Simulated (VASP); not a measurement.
# KCl (I4/mmm) in VASP: notebook, part 2 of 2

VASP 6.6.1. The steps go on from the part before.

## 5. Single point, LDA

This run uses another cell than the first one, of the same volume but with other edges.

The input, INCAR:

```
SYSTEM = KCl
  PREC = Accurate
  ENCUT = 520
  EDIFF = 1E-6
  ISMEAR = 0
  SIGMA = 0.05
  LREAL = .FALSE.
  LASPH = .TRUE.
  NELM = 100
  ALGO = Normal
  ISIF = 2
  LWAVE = .FALSE.
  LCHARG = .FALSE.
  GGA = CA
  NBANDS = 15
```

The input, KPOINTS:

```
regular mesh
0
G
  8 8 8
  0 0 0
```

The input, POSCAR:

```
KCl
1.0
    0.0000000000      2.9700038108      3.5640045729
    2.9700038108      0.0000000000      3.5640045729
    2.9700038108      2.9700038108      0.0000000000
K Cl
1 1
Direct
    0.0000000000      0.0000000000      0.0000000000
    0.5000000000      0.5000000000      0.5000000000
```

Potentials or basis: VASP PAW LDA potentials, release 64 (K_sv, Cl).

On the command line:

```
$ cat potpaw_LDA.64/K_sv/POTCAR potpaw_LDA.64/Cl/POTCAR > POTCAR
$ mpirun -np 1 vasp_std > vasp.out
```

OUTCAR:

```text
SYSTEM = KCl
   PREC = Accurate
   ENCUT = 520
   EDIFF = 1E-6
   ISMEAR = 0
   LREAL = .FALSE.
   LASPH = .TRUE.
   NELM = 100
   ISIF = 2
   GGA = CA

 ion  position               nearest neighbor table
   1  0.000  0.000  0.000-   2 2.97   2 2.97   2 2.97   2 2.97
   2  0.500  0.500  0.500-   1 2.97   1 2.97   1 2.97   1 2.97

  LATTYP: Found a body centered tetragonal cell.
 ALAT       =     4.2002196695
 C/A-ratio  =     1.6970562748

  Lattice vectors:

 A1 = (  -2.9700038108,   0.0000000000,   3.5640045729)
[... 610 lines left out ...]
     11       7.4332      0.00000
     12       7.9456      0.00000
     13       8.0918      0.00000
     14       8.9060      0.00000
     15       9.8666      0.00000

 [... further k-points ...]
[... 5 lines left out ...]
  --------------------------------------------------------------------------------------
  -------------------------------------------------------------------------------------
  Total        0.2980128      0.2980128     -1.1994211      0.0000000      0.0000000     -0.0000000
  in kB        7.5938711      7.5938711    -30.5632832      0.0000000      0.0000000     -0.0000000
  external PRESSURE =      -5.1251803 kB  Pullay stress =       0.0000000 kB

 VOLUME and BASIS-vectors are now :
 -----------------------------------------------------------------------------
  energy-cutoff  :      520.00
  volume of cell :       62.88
      direct lattice vectors                 reciprocal lattice vectors
     0.000000000  2.970003811  3.564004573    -0.168349952  0.168349952  0.140291627
     2.970003811  0.000000000  3.564004573     0.168349952 -0.168349952  0.140291627
     2.970003811  2.970003811  0.000000000     0.168349952  0.168349952 -0.140291627

 POSITION                                       TOTAL-FORCE (eV/Angst)
 -----------------------------------------------------------------------------------
      0.00000      0.00000      0.00000        -0.000000     -0.000000     -0.000000
      2.97000      2.97000      3.56400         0.000000      0.000000      0.000000
 -----------------------------------------------------------------------------------
    total drift:                                0.000000      0.000000      0.000000

  FREE ENERGIE OF THE ION-ELECTRON SYSTEM (eV)
  ---------------------------------------------------
  free  energy   TOTEN  =        -7.2665567453 eV

  energy  without entropy=       -7.2665567453  energy(sigma->0) =       -7.26655675
```

stdout:

```text
POSCAR found type information on POSCAR K Cl
 POSCAR found :  2 types and       2 ions
 scaLAPACK will be used
 LDA part: xc-table for (Slater(with rela. corr.)+CA(PZ))
 , standard interpolation
 POSCAR, INCAR and KPOINTS ok, starting setup
 FFT: planning ... GRIDC
 FFT: planning ... GRID_SOFT
 FFT: planning ... GRID
 WAVECAR not read
 entering main loop
```

Run time: 21 s. Hardware: 1 thread of Intel Xeon Platinum 8488C (Sapphire Rapids), shared host; peak memory 0.19 GiB.

What came out:

| Item | Value |
| --- | --- |
| Free energy | -7.2666 eV |
| Pressure | -0.5 GPa |
| Band gap on the k mesh | 4.59 eV, direct |

 A k mesh can miss the band edges.

## 6. Single point, LDA

This run uses another cell than the first one, of the same volume but with other edges.

The input, INCAR:

```
PREC     = Accurate       # precision mode
ENCUT    = 520            # plane-wave cutoff, eV
EDIFF    = 1E-6           # SCF threshold, eV
ISMEAR   = 0              # smearing method
SIGMA    = 0.05           # smearing width, eV
LREAL    = F              # projectors in reciprocal space
LASPH    = T              # aspherical terms in the spheres
NELM     = 100            # most SCF steps
ALGO     = Normal         # electronic algorithm
ISIF     = 2              # what is computed and relaxed
LWAVE    = F              # write WAVECAR
LCHARG   = T              # write CHGCAR
GGA      = CA             # functional
LELF     = T              # ELF
LVHAR    = T            
NBANDS   = 15             # bands
```

The input, KPOINTS:

```
Automatic mesh
0
Gamma
  8 8 8
```

The input, POSCAR:

```
KCl
1.0
    0.0000000000      3.4286189488      2.6743227801
    3.4286189488      0.0000000000      2.6743227801
    3.4286189488      3.4286189488      0.0000000000
K Cl
1 1
Direct
    0.0000000000      0.0000000000      0.0000000000
    0.5000000000      0.5000000000      0.5000000000
```

Potentials or basis: VASP PAW LDA potentials, release 64 (K_sv, Cl).

On the command line:

```
$ cat potpaw_LDA.64/K_sv/POTCAR potpaw_LDA.64/Cl/POTCAR > POTCAR
$ mpirun -np 1 vasp_std > vasp.out
```

OUTCAR:

```text
PREC = Accurate
   ENCUT = 520
   EDIFF = 1E-6
   ISMEAR = 0
   LREAL = F
   LASPH = T
   NELM = 100
   ISIF = 2
   GGA = CA

 ion  position               nearest neighbor table
   1  0.000  0.000  0.000-   2 2.67   2 2.67
   2  0.500  0.500  0.500-   1 2.67   1 2.67

  LATTYP: Found a body centered tetragonal cell.
 ALAT       =     4.8487994176
 C/A-ratio  =     1.1030865787

  Lattice vectors:

 A1 = (   0.0000000000,  -3.4286189488,  -2.6743227801)
 A2 = (   0.0000000000,   3.4286189488,  -2.6743227801)
 A3 = (   3.4286189488,   0.0000000000,   2.6743227801)

Analysis of symmetry for initial positions (statically):
=====================================================================
 Subroutine PRICEL returns:
 Original cell was already a primitive cell.

 Routine SETGRP: Setting up the symmetry group for a
 body centered tetragonal supercell.

 Subroutine GETGRP returns: Found 16 space group operations
 (whereof 16 operations were pure point group operations)
 out of a pool of 16 trial point group operations.

The static configuration has the point symmetry D_4h.

Analysis of symmetry for dynamics (positions and initial velocities):
=====================================================================
 Subroutine PRICEL returns:
 Original cell was already a primitive cell.

 Routine SETGRP: Setting up the symmetry group for a
 body centered tetragonal supercell.

 Subroutine GETGRP returns: Found 16 space group operations
 (whereof 16 operations were pure point group operations)
 out of a pool of 16 trial point group operations.

The dynamic configuration has the point symmetry D_4h.

 Subroutine INISYM returns: Found 16 space group operations
 (whereof 16 operations are pure point group operations),
 and found     1 'primitive' translations

----------------------------------------------------------------------------------------

                                     Primitive cell

  volume of cell :      62.8756

[... 113 lines left out ...]
   GGA     = CA    functional components
   LHFCALC =     F    Hartree Fock is set to
   AEXX    =    0.0000 exact exchange contribution
   IVDW    =     0    specifies the selected vdW correction
   LEPSILON=     F    determine dielectric tensor
   LRPA    =     F    only Hartree local field effects (RPA)
 non-spin polarized calculation
 Gauss-broadening in eV      SIGMA  =   0.05
  energy-cutoff  :      520.00
  volume of cell :       62.88
 maximum number of plane-waves:      1714
   NGX = 17   NGY = 17   NGZ = 17

 number of electron      16.0000001 magnetization

 Free energy of the ion-electron system (eV)
  ---------------------------------------------------
  ext. energy  EPLUGINS =         0.00000000
  ---------------------------------------------------
  free energy    TOTEN  =        -6.98383603 eV

  energy without entropy =       -6.98383603  energy(sigma->0) =       -6.98383603

 E-fermi :  -1.5598     XC(G=0):  -7.9836

 val. band max:       -1.7636790974   @ k =   0.0000   0.0000   0.0000
 cond. band min:       2.3899697139   @ k =   0.0000   0.0000   0.0000
 fundamental gap:      4.1536488113
 Fermi energy:        -1.5598207862

 k-point     1 :       0.0000    0.0000    0.0000
  band No.  band energies     occupation
      1     -28.8104      2.00000
      2     -14.2024      2.00000
      3     -12.7023      2.00000
      4     -12.5160      2.00000
      5     -12.5160      2.00000
      6      -2.1877      2.00000
      7      -2.1877      2.00000
      8      -1.7637      2.00000
      9       2.3900      0.00000
     10       5.6269      0.00000
     11       5.6269      0.00000
     12       6.2029      0.00000
     13       7.2249      0.00000
     14       8.1189      0.00000
[... 401 lines left out ...]
      2     -14.4957      2.00000
      3     -12.5750      2.00000
      4     -12.5433      2.00000
      5     -12.2402      2.00000
      6      -2.9058      2.00000
      7      -2.4573      2.00000
      8      -2.3151      2.00000
      9       4.3901      0.00000
     10       5.6196      0.00000
     11       7.0897      0.00000
     12       7.4362      0.00000
     13       7.9931      0.00000
     14       9.3646      0.00000
     15       9.5504      0.00000

 [... further k-points ...]
[... 5 lines left out ...]
  --------------------------------------------------------------------------------------
  -------------------------------------------------------------------------------------
  Total       -1.1514547     -1.1514547      4.8161132      0.0000000     -0.0000000      0.0000000
  in kB      -29.3410190    -29.3410190    122.7227291      0.0000000     -0.0000000      0.0000000
  external PRESSURE =      21.3468970 kB  Pullay stress =       0.0000000 kB

 VOLUME and BASIS-vectors are now :
 -----------------------------------------------------------------------------
  energy-cutoff  :      520.00
  volume of cell :       62.88
      direct lattice vectors                 reciprocal lattice vectors
     0.000000000  3.428618949  2.674322780    -0.145831312  0.145831312  0.186963221
     3.428618949  0.000000000  2.674322780     0.145831312 -0.145831312  0.186963221
     3.428618949  3.428618949  0.000000000     0.145831312  0.145831312 -0.186963221

 POSITION                                       TOTAL-FORCE (eV/Angst)
 -----------------------------------------------------------------------------------
      0.00000      0.00000      0.00000         0.000000      0.000000      0.000000
      3.42862      3.42862      2.67432         0.000000      0.000000      0.000000
 -----------------------------------------------------------------------------------
    total drift:                                0.000000     -0.000000      0.000000

  FREE ENERGIE OF THE ION-ELECTRON SYSTEM (eV)
  ---------------------------------------------------
  free  energy   TOTEN  =        -6.9838360334 eV

  energy  without entropy=       -6.9838360334  energy(sigma->0) =       -6.98383603
```

OSZICAR:

```text
N       E                     dE             d eps       ncg     rms          rms(c)
DAV:   1     0.108255520346E+03    0.10826E+03   -0.69964E+03  1770   0.953E+02
DAV:   2    -0.589668947234E+00   -0.10885E+03   -0.98672E+02  2307   0.253E+02
DAV:   3    -0.712815813724E+01   -0.65385E+01   -0.65028E+01  2414   0.530E+01
DAV:   4    -0.735825946471E+01   -0.23010E+00   -0.23003E+00  2779   0.962E+00
DAV:   5    -0.736003409210E+01   -0.17746E-02   -0.17746E-02  2478   0.900E-01    0.578E+00
DAV:   6    -0.702117036995E+01    0.33886E+00   -0.48313E-01  2267   0.377E+00    0.435E+00
DAV:   7    -0.698377471023E+01    0.37396E-01   -0.11261E-01  2547   0.202E+00    0.219E+00
DAV:   8    -0.698367603103E+01    0.98679E-04   -0.16313E-02  2355   0.928E-01    0.231E-01
DAV:   9    -0.698366075784E+01    0.15273E-04   -0.67284E-04  2487   0.169E-01    0.104E-01
DAV:  10    -0.698383224868E+01   -0.17149E-03   -0.12842E-04  2039   0.691E-02    0.121E-02
DAV:  11    -0.698383506466E+01   -0.28160E-05   -0.60186E-06  2622   0.165E-02    0.511E-03
DAV:  12    -0.698383603336E+01   -0.96870E-06   -0.74267E-07  1578   0.542E-03
   1 F= -.69838360E+01 E0= -.69838360E+01  d E =-.339022E-11
```

It took 20 s on 1 thread of Intel Xeon Platinum 8488C (Sapphire Rapids), shared host; peak memory 0.19 GiB.

What came out:

* Free energy: -6.9838 eV
* Pressure: 2.1 GPa
* Band gap on the k mesh: 4.15 eV, direct

Levels at points of the mesh, in eV from the valence-band top:
```
           k point  band 4  band 5  band 6  band 7  band 8  band 9  band 10  band 11  band 12  band 13
(0.00, 0.00, 0.00)  -10.75  -10.75   -0.42   -0.42    0.00    4.15     7.39     7.39     7.97     8.99
(0.50, 0.00, 0.00)  -10.80  -10.10   -1.55   -0.81   -0.79    6.74     7.67     9.85     9.85    10.09
(0.50, 0.50, 0.00)  -10.86  -10.86   -0.79   -0.79   -0.44    5.54     8.23    10.12    10.30    10.37
(0.50, 0.00, 0.50)  -10.92  -10.76   -1.16   -0.51   -0.18    6.13     7.19     8.61    10.16    10.42
```

 A k mesh can miss the band edges.

## 7. Single point, LDA

This run uses another cell than the first one, of the same volume but with other edges.

The input, INCAR:

```
PREC = Accurate
ENCUT = 520
EDIFF = 1E-6
ISMEAR = 0
SIGMA = 0.05
LREAL = F
LASPH = T
NELM = 100
ALGO = Normal
ISIF = 2
LWAVE = F
LCHARG = T
GGA = CA
LELF = T
LVHAR = T
NBANDS = 15
```

The input, KPOINTS:

```
regular mesh
0
Gamma
  8 8 8
```

The input, POSCAR:

```
KCl
1.0
    0.0000000000      2.8918092183      3.7593519838
    2.8918092183      0.0000000000      3.7593519838
    2.8918092183      2.8918092183      0.0000000000
K Cl
1 1
Direct
    0.0000000000      0.0000000000      0.0000000000
    0.5000000000      0.5000000000      0.5000000000
```

On the command line:

```
$ cat potpaw_LDA.64/K_sv/POTCAR potpaw_LDA.64/Cl/POTCAR > POTCAR
$ mpirun -np 1 vasp_std > vasp.out
```

Run time: 23 s. Hardware: 1 thread of Intel Xeon Platinum 8488C (Sapphire Rapids), shared host; peak memory 0.19 GiB.

It converged, with:

* Free energy: -7.1690 eV
* Pressure: 1.0 GPa
* Band gap on the k mesh: 4.48 eV, direct

Stress tensor (GPa, compression positive):
```
 2.87  0.00  0.00
 0.00  2.87  0.00
 0.00  0.00 -2.69
```

Levels at points of the mesh, in eV from the valence-band top:
```tsv
k point	band 5	band 6	band 7	band 8	band 9	band 10	band 11	band 12
(0.00, 0.00, 0.00)	-10.51	-0.22	0.00	0.00	4.48	7.07	8.73	8.73
(0.50, 0.00, 0.00)	-10.01	-1.32	-0.52	-0.51	6.98	7.85	10.36	10.51
(0.50, 0.50, 0.00)	-10.53	-0.91	-0.09	-0.09	6.28	8.07	8.30	9.76
(0.50, 0.00, 0.50)	-10.55	-0.60	-0.39	-0.33	6.14	8.01	9.75	9.89
```

 A k mesh can miss the band edges.

## 8. Summary

| cell | gap on the mesh (eV) | pressure (GPa) |
| --- | --- | --- |
| a = 4.339, b = 4.339, c = 5.010 Å, angles 54.7, 54.7, 70.5°, 2 atoms | 3.50 | 7.1 |
| a = 4.870, b = 4.870, c = 3.977 Å, angles 65.9, 65.9, 48.2°, 2 atoms | 4.34 | 3.2 |
| a = 4.373, b = 4.373, c = 4.712 Å, angles 57.4, 57.4, 65.2°, 2 atoms | 4.48 | -0.4 |
| a = 4.639, b = 4.639, c = 4.200 Å, angles 63.1, 63.1, 53.8°, 2 atoms | 4.59 | -0.5 |
| a = 4.348, b = 4.348, c = 4.849 Å, angles 56.1, 56.1, 67.8°, 2 atoms | 4.15 | 2.1 |
| a = 4.743, b = 4.743, c = 4.090 Å, angles 64.5, 64.5, 51.1°, 2 atoms | 4.48 | 1.0 |

Alike in all rows: task single point; level LDA; potentials or basis VASP PAW LDA potentials, release 64 (K_sv, Cl); no spin polarisation; k mesh 8 × 8 × 8; cutoff (eV) 520; smearing gaussian 0.05 eV.

Total energies depend on the potentials used, so only differences within one code and one set of settings carry meaning.
